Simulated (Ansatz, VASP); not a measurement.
# CaBe2O3: VASP beside Ansatz

```
Ca Be O
1.0
     2.38946   -4.22689    0.00000
     2.38946    4.22689    0.00000
     0.00000    0.00000    2.64503
Ca Be O
1 2 3
Cartesian
  2.3895 0.0000 0.0000
  2.3895 2.7084 0.0000
  2.3895 -2.7084 0.0000
  0.0000 0.0000 0.0000
  1.1947 -2.1134 1.3225
  1.1947 2.1134 1.3225
```

Change from the starting cell: species swapped into the NaH2Pd3 type (Cmmm, No. 65).

Alike in both runs: functional PBE; k mesh 8 × 8 × 10; occupations gaussian, width 0.02 eV; no spin polarisation.

Ansatz relaxed the structure, and its values are those at the end. VASP's run is a single point on that final structure, the one shown.

|  | VASP | Ansatz |
| --- | --- | --- |
| version | VASP 6.6.1 | Ansatz 0.2.0 |
| potentials or method | VASP PAW PBE potentials, release 64 (Ca_sv, Be, O), cutoff 520 eV | scalar-relativistic, plane waves, PAW |
| valence electrons in the cell | 32 | 32 |

Ansatz gave:

| Item | Value |
| --- | --- |
| gap on the k mesh at the Fermi level (eV) | 0.62 |
| least direct gap on the mesh (eV) | 0.64 |
| pressure (GPa) | 0.0 |

**Question.** Which values does VASP return?

**Answer.** gap on the k mesh at the Fermi level (eV): 0.62; least direct gap on the mesh (eV): 0.63; pressure (GPa): 0.4.

The functional is the same, so the differences come from potentials, cutoffs and numerics.
